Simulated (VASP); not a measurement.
# YN (e600) (R-3m) in VASP: relaxation of the atoms with PBEsol

Aim: the relaxation of the atoms of YN (e600) with PBEsol.

Everything below comes from runs of VASP 6.6.1. Logs are shortened: lines on timing, memory, paths and dates and some standing lists are left out, and cuts for length are marked.

**1. The cell of the first run**

It takes space group R-3m (No. 166, trigonal). Conventional cell: a = 3.469 Å, b = 3.469 Å, c = 8.377 Å, α = 90.00°, β = 90.00°, γ = 120.00°. Within 3.2 Å of Y (site symmetry -3m) lie 6 N at 2.44 Å. Within 3.2 Å of N (site symmetry -3m) lie 6 Y at 2.44 Å.

**2. Relaxation of the atoms, PBEsol (strained cell)**

File INCAR:

```
PREC     = Accurate       # precision mode
ENCUT    = 520            # plane-wave cutoff, eV
EDIFF    = 1E-7           # SCF threshold, eV
ISMEAR   = 0              # smearing method
SIGMA    = 0.01           # smearing width, eV
LREAL    = False          # projectors in reciprocal space
LASPH    = True           # aspherical terms in the spheres
NELM     = 120            # most SCF steps
ALGO     = Normal         # electronic algorithm
ISIF     = 2              # what is computed and relaxed
LWAVE    = False          # write WAVECAR
LCHARG   = False          # write CHGCAR
GGA      = PS             # functional
IBRION   = 2              # ionic algorithm
NSW      = 60             # ionic steps
EDIFFG   = -0.002         # ionic threshold
GGA_COMPAT= False        
NELMIN   = 4
```

File KPOINTS:

```
regular mesh
0
Gamma
  12 12 12
```

File POSCAR:

```
YN
1.0
   -0.0230152233      2.4296035992      2.4296035992
    2.4296035992     -0.0230152233      2.4296035992
    2.4296035992      2.4296035992     -0.0230152233
Y N
1 1
Direct
    0.0000000000      0.0000000000      0.0000000000
    0.5000000000      0.5000000000      0.5000000000
```

Potentials or basis: VASP PAW PBE potentials, release 64 (Y_sv, N).

Started as:

```console
> cat potpaw_PBE.64/Y_sv/POTCAR potpaw_PBE.64/N/POTCAR > POTCAR
> mpirun -np 1 vasp_std > vasp.out
```

OUTCAR:

```text
PREC = Accurate
   ENCUT = 520
   EDIFF = 1E-7
   ISMEAR = 0
   LREAL = False
   LASPH = True
   NELM = 120
   ISIF = 2
   GGA = PS
   IBRION = 2
   NSW = 60
   EDIFFG = -0.002
   NELMIN = 4

 ion  position               nearest neighbor table
   1  0.000  0.000  0.000-   2 2.44   2 2.44   2 2.44   2 2.44   2 2.44   2 2.44
   2  0.500  0.500  0.500-   1 2.44   1 2.44   1 2.44   1 2.44   1 2.44   1 2.44

  LATTYP: Found a trigonal (rhomboedric) cell.
 ALAT       =     3.4360554418
 COS(alpha) =     0.4905051618

  Lattice vectors:

 A1 = (  -0.0230152233,   2.4296035992,   2.4296035992)
 A2 = (   2.4296035992,  -0.0230152233,   2.4296035992)
 A3 = (   2.4296035992,   2.4296035992,  -0.0230152233)

Analysis of symmetry for initial positions (statically):
=====================================================================
 Subroutine PRICEL returns:
 Original cell was already a primitive cell.

 Routine SETGRP: Setting up the symmetry group for a
 trigonal (rhombohedral) supercell.

 Subroutine GETGRP returns: Found 12 space group operations
 (whereof 12 operations were pure point group operations)
 out of a pool of 12 trial point group operations.

The static configuration has the point symmetry D_3d.

Analysis of symmetry for dynamics (positions and initial velocities):
=====================================================================
 Subroutine PRICEL returns:
 Original cell was already a primitive cell.

 Routine SETGRP: Setting up the symmetry group for a
 trigonal (rhombohedral) supercell.

 Subroutine GETGRP returns: Found 12 space group operations
 (whereof 12 operations were pure point group operations)
 out of a pool of 12 trial point group operations.

The dynamic configuration has the point symmetry D_3d.

 Subroutine INISYM returns: Found 12 space group operations
 (whereof 12 operations are pure point group operations),
 and found     1 'primitive' translations

----------------------------------------------------------------------------------------

                                     Primitive cell

  volume of cell :      29.0913

  direct lattice vectors                    reciprocal lattice vectors
    -0.023015223  2.429603599  2.429603599    -0.202893543  0.204833900  0.204833900
     2.429603599 -0.023015223  2.429603599     0.204833900 -0.202893543  0.204833900
     2.429603599  2.429603599 -0.023015223     0.204833900  0.204833900 -0.202893543

  length of vectors
     3.436055442  3.436055442  3.436055442     0.353666004  0.353666004  0.353666004

  position of ions in fractional coordinates (direct lattice)
     0.000000000  0.000000000  0.000000000
     0.500000000  0.500000000  0.500000000

  ion indices of the primitive-cell ions
   primitive index   ion index
                 1           1
                 2           2

----------------------------------------------------------------------------------------

 KPOINTS: regular mesh

Automatic generation of k-mesh.
 Grid dimensions read from file:
 generate k-points for:   12   12   12

 Generating k-lattice:

  Cartesian coordinates                     Fractional coordinates (reciprocal lattice)
    -0.016907795  0.017069492  0.017069492     0.083333333  0.000000000 -0.000000000
     0.017069492 -0.016907795  0.017069492     0.000000000  0.083333333 -0.000000000
     0.017069492  0.017069492 -0.016907795     0.000000000  0.000000000  0.083333333

  Length of vectors
     0.029472167  0.029472167  0.029472167

  Shift w.r.t. Gamma in fractional coordinates (k-lattice)
     0.000000000  0.000000000  0.000000000

 Subroutine IBZKPT returns following result:
 ===========================================

 Found    189 irreducible k-points:

 Following reciprocal coordinates:
            Coordinates               Weight
  0.000000  0.000000  0.000000      1.000000
  0.083333  0.000000 -0.000000      6.000000
  0.166667  0.000000  0.000000      6.000000
  0.250000  0.000000 -0.000000      6.000000
  0.333333 -0.000000 -0.000000      6.000000
  0.416667  0.000000  0.000000      6.000000
[... 16 lines left out ...]
  0.500000  0.166667 -0.000000     12.000000
 -0.416667  0.166667  0.000000     12.000000
 [... further k-points ...]
   k-points           NKPTS =    189   k-points in BZ     NKDIM =    189   number of bands    NBANDS=     12
   number of dos      NEDOS =    301   number of ions     NIONS =      2
   total plane-waves  NPLWV =  21952
   dimension x,y,z NGX =    28 NGY =   28 NGZ =   28
   dimension x,y,z NGXF=    56 NGYF=   56 NGZF=   56
   ions per type =               1   1
   NGX,Y,Z   is equivalent  to a cutoff of  13.55, 13.55, 13.55 a.u.
   NGXF,Y,Z  is equivalent  to a cutoff of  27.09, 27.09, 27.09 a.u.
 SYSTEM =  unknown system
   PREC   = accura    normal or accurate (medium, high low for compatibility)
   ISTART =      0    job   : 0-new  1-cont  2-samecut
   ICHARG =      2    charge: 1-file 2-atom 10-const
   ISPIN  =      1    spin polarized calculation?
   LNONCOLLINEAR =      F non collinear calculations
   LSORBIT =      F    spin-orbit coupling
   LASPH  =      T    aspherical Exc in radial PAW
   ENCUT  =  520.0 eV  38.22 Ry    6.18 a.u.   6.39  6.39  6.39*2*pi/ulx,y,z
   NELM   =    120;   NELMIN=  4; NELMDL= -5     # of ELM steps
   EDIFF  = 0.1E-06   stopping-criterion for ELM
   LREAL  =      F    real-space projection
   EDIFFG = -.2E-02   stopping-criterion for IOM
   NSW    =     60    number of steps for IOM
   IBRION =      2    ionic relax: 0-MD 1-quasi-New 2-CG
   NFREE  =      1    steps in history (QN), initial steepest desc. (CG)
   ISIF   =      2    stress and relaxation
   ISYM   =      2    0-nonsym 1-usesym 2-fastsym
   POTIM  = 0.5000    time-step for ionic-motion
   TEBEG  =    0.0;   TEEND  =   0.0 temperature during run
   PSTRESS=    0.0 pullay stress
   NELECT =      16.0000    total number of electrons
   NUPDOWN=      -1.0000    fix difference up-down
   EMIN   =  10.00;   EMAX   =-10.00  energy-range for DOS
   EFERMI =   0.00;   METHOD = LEGACY
   ISMEAR =     0;   SIGMA  =   0.01  broadening in eV -4-tet -1-fermi 0-gaus
   EFERMI_NEDOS =   21; number of points for ismear=-14 and -15
   IALGO  =     38    algorithm
   IMIX   =      4    mixing-type and parameters
     AMIX     =   0.40;   BMIX     =  1.00
     AMIX_MAG =   1.60;   BMIX_MAG =  1.00
  volume/ion in A,a.u.               =      14.55        98.16
  Fermi-wavevector in a.u.,A,eV,Ry     =   1.341303  2.534695 24.478162  1.799094
  Thomas-Fermi vector in A             =   2.469547
   LORBIT       =      0    0 simple, 1 ext, 2 COOP (PROOUT), +10 PAW based schemes
   GGA     = PS    functional components
   LHFCALC =     F    Hartree Fock is set to
   AEXX    =    0.0000 exact exchange contribution
   IVDW    =     0    specifies the selected vdW correction
   LEPSILON=     F    determine dielectric tensor
   LRPA    =     F    only Hartree local field effects (RPA)
 conjugate gradient relaxation of ions
 non-spin polarized calculation
 Gauss-broadening in eV      SIGMA  =   0.01
  energy-cutoff  :      520.00
  volume of cell :       29.09
 maximum number of plane-waves:       797
 NGX is ok and might be reduce to    28
   NGX = 13   NGY = 13   NGZ = 13

 number of electron      16.0000002 magnetization

 Free energy of the ion-electron system (eV)
  ---------------------------------------------------
  ext. energy  EPLUGINS =         0.00000000
  ---------------------------------------------------
  free energy    TOTEN  =       -19.12414204 eV

  energy without entropy =      -19.12414204  energy(sigma->0) =      -19.12414204

 E-fermi :   4.1009     XC(G=0): -11.4664

 val. band max:        4.0717240132   @ k =   0.0000   0.0000   0.0000
 cond. band min:       4.1318740479   @ k =   0.5000   0.5000   0.0000
 fundamental gap:      0.0601500348
 Fermi energy:         4.1009321512

 k-point     1 :       0.0000    0.0000    0.0000
  band No.  band energies     occupation
      1     -36.6436      2.00000
      2     -16.3108      2.00000
      3     -16.3108      2.00000
      4     -16.3017      2.00000
      5      -8.8454      2.00000
      6       4.0120      2.00000
      7       4.0120      2.00000
      8       4.0717      1.99996
      9       7.0682      0.00000
     10       7.0682      0.00000
     11       7.2431      0.00000
     12       8.1547      0.00000

 k-point     2 :       0.0833    0.0000   -0.0000
  band No.  band energies     occupation
      1     -36.6355      2.00000
      2     -16.4005      2.00000
      3     -16.3161      2.00000
      4     -16.3089      2.00000
      5      -8.7186      2.00000
      6       3.5517      2.00000
      7       3.7603      2.00000
      8       3.8223      2.00000
      9       7.1493      0.00000
     10       7.2457      0.00000
     11       7.4112      0.00000
     12       8.5629      0.00000

 k-point     3 :       0.1667    0.0000    0.0000
  band No.  band energies     occupation
      1     -36.6134      2.00000
      2     -16.6363      2.00000
      3     -16.3304      2.00000
      4     -16.3258      2.00000
      5      -8.3795      2.00000
      6       2.5767      2.00000
      7       3.2034      2.00000
      8       3.2796      2.00000
      9       7.3150      0.00000
     10       7.7200      0.00000
     11       7.8740      0.00000
     12       9.5157      0.00000
[... 286 lines left out ...]
 k-point    23 :       0.5000    0.1667   -0.0000
  band No.  band energies     occupation
      1     -36.5109      2.00000
      2     -17.3293      2.00000
      3     -16.5483      2.00000
      4     -16.4544      2.00000
      5      -7.3763      2.00000
      6       0.5610      2.00000
      7       1.9806      2.00000
      8       2.2138      2.00000
      9       7.8413      0.00000
     10      10.0912      0.00000
     11      10.7663      0.00000
     12      12.0150      0.00000

 k-point    24 :      -0.4167    0.1667    0.0000
  band No.  band energies     occupation
      1     -36.5091      2.00000
      2     -17.3408      2.00000
      3     -16.5854      2.00000
      4     -16.4292      2.00000
      5      -7.3069      2.00000
      6       0.4361      2.00000
      7       1.9976      2.00000
      8       2.0784      2.00000
      9       8.8393      0.00000
     10       9.3894      0.00000
     11      10.3035      0.00000
     12      12.0943      0.00000

 [... further k-points ...]

------------------------ aborting loop because EDIFF is reached ----------------------------------------

  FORCE on cell =-STRESS in cart. coord.  units (eV):
  Direction    XX          YY          ZZ          XY          YZ          ZX
  --------------------------------------------------------------------------------------
  -------------------------------------------------------------------------------------
  Total       -0.5028974     -0.5028974     -0.5028974      0.2106672      0.2106672      0.2106672
  in kB      -27.6965920    -27.6965920    -27.6965920     11.6022946     11.6022946     11.6022946
  external PRESSURE =     -27.6965920 kB  Pullay stress =       0.0000000 kB

 VOLUME and BASIS-vectors are now :
 -----------------------------------------------------------------------------
  energy-cutoff  :      520.00
  volume of cell :       29.09
      direct lattice vectors                 reciprocal lattice vectors
    -0.023015223  2.429603599  2.429603599    -0.202893543  0.204833900  0.204833900
     2.429603599 -0.023015223  2.429603599     0.204833900 -0.202893543  0.204833900
     2.429603599  2.429603599 -0.023015223     0.204833900  0.204833900 -0.202893543

 POSITION                                       TOTAL-FORCE (eV/Angst)
 -----------------------------------------------------------------------------------
      0.00000      0.00000      0.00000         0.000000      0.000000      0.000000
      2.41810      2.41810      2.41810         0.000000     -0.000000     -0.000000
 -----------------------------------------------------------------------------------
    total drift:                                0.000000      0.000000      0.000000

  FREE ENERGIE OF THE ION-ELECTRON SYSTEM (eV)
  ---------------------------------------------------
  free  energy   TOTEN  =       -19.1241420423 eV

  energy  without entropy=      -19.1241420410  energy(sigma->0) =      -19.12414204

 reached required accuracy - stopping structural energy minimisation
```

It took 54 s on 1 thread of Intel Xeon 6975P-C (Granite Rapids), shared host; peak memory 0.24 GiB.

Results:

- Free energy: -19.1241 eV
- Pressure after relaxing: -2.8 GPa
- Band gap on the k mesh: 0.06 eV, indirect (least direct gap 0.46 eV)

Final structure:
```
Y N
1.0
    -0.02302    2.42960    2.42960
     2.42960   -0.02302    2.42960
     2.42960    2.42960   -0.02302
Y N
1 1
Direct
  0.00000 0.00000 0.00000
  0.50000 0.50000 0.50000
```

Caveat: the cell differs from its parent crystal (strained cell); the relaxation stopped at its first step, so nothing moved; the PAW data sets were made with another functional, which shifts forces and pressure a little. A k mesh can miss the band edges.
